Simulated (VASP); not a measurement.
## Co: single point with BLYP

Crystal: Co.

```
Co
1.0
     4.53314    0.00000    0.00000
     0.00000    4.53314    0.00000
     0.00000    0.00000    4.53314
Co
8
Direct
  0.00000 0.00000 0.00000
  0.50000 0.50000 0.50000
  0.25000 0.00000 0.50000
  0.75000 0.00000 0.50000
  0.50000 0.25000 0.00000
  0.50000 0.75000 0.00000
  0.00000 0.50000 0.25000
  0.00000 0.50000 0.75000
```

```json
{
  "Program": "VASP 6.6.1",
  "Task": "single point",
  "Functional": "BLYP",
  "Potentials or basis": "VASP PAW PBE potentials, release 64 (Co)",
  "Cutoff": "520 eV",
  "k mesh": "6 × 6 × 6",
  "Occupations": "fermi-dirac, width 0.05 eV",
  "Spin": "collinear spin, ferromagnetic start",
  "Starting moments": "[1.7, 1.7, 1.7, 1.7, 1.7, 1.7, 1.7, 1.7] μB",
  "Dipole correction": "no",
  "Further INCAR settings": "ALGO = Normal; EDIFF = 1e-06; NBANDS = 50"
}
```

```yaml
Pressure: -0.4 GPa
Net_moment: 13.50 μB per cell
Site_moments: Co +1.67, +1.72 (each value once) μB
Valence_electrons_inside_the_program's_atomic_spheres: Co 8.21, 8.19 (each value once)
```

Levels at points of the mesh, in eV from the Fermi level:
Spin up:
| k point | band 39 | band 40 | band 41 | band 42 | band 43 | band 44 | band 45 | band 46 |
| --- | --- | --- | --- | --- | --- | --- | --- | --- |
| (0.00, 0.00, 0.00) | -1.02 | -1.02 | -1.02 | 0.95 | 0.95 | 0.95 | 2.46 | 2.46 |
| (0.50, 0.00, 0.00) | -1.05 | -1.05 | -0.61 | -0.61 | 1.78 | 1.78 | 2.30 | 2.30 |
| (0.50, 0.50, 0.00) | -1.09 | -1.09 | -0.94 | -0.77 | -0.77 | -0.52 | 2.23 | 3.82 |
| (0.50, 0.50, 0.50) | -1.22 | -1.22 | -0.09 | -0.09 | -0.09 | -0.09 | -0.09 | -0.09 |
Spin down:
| k point | band 26 | band 27 | band 28 | band 29 | band 30 | band 31 | band 32 | band 33 |
| --- | --- | --- | --- | --- | --- | --- | --- | --- |
| (0.00, 0.00, 0.00) | -0.12 | -0.12 | -0.12 | -0.09 | -0.09 | -0.09 | 0.05 | 0.05 |
| (0.50, 0.00, 0.00) | -0.58 | -0.38 | -0.38 | -0.22 | -0.22 | 0.18 | 0.18 | 0.40 |
| (0.50, 0.50, 0.00) | -0.75 | -0.64 | -0.33 | 0.00 | 0.16 | 0.18 | 0.26 | 0.26 |
| (0.50, 0.50, 0.50) | -0.21 | -0.21 | -0.21 | -0.21 | -0.21 | 0.50 | 0.50 | 0.50 |

Run time: 7.2 min on 1 thread of Oxide Virtual Turin-like Processor, with other jobs on the host, peak memory 0.27 GiB.

Caveat: the PAW data sets were made with another functional, which shifts forces and pressure a little.
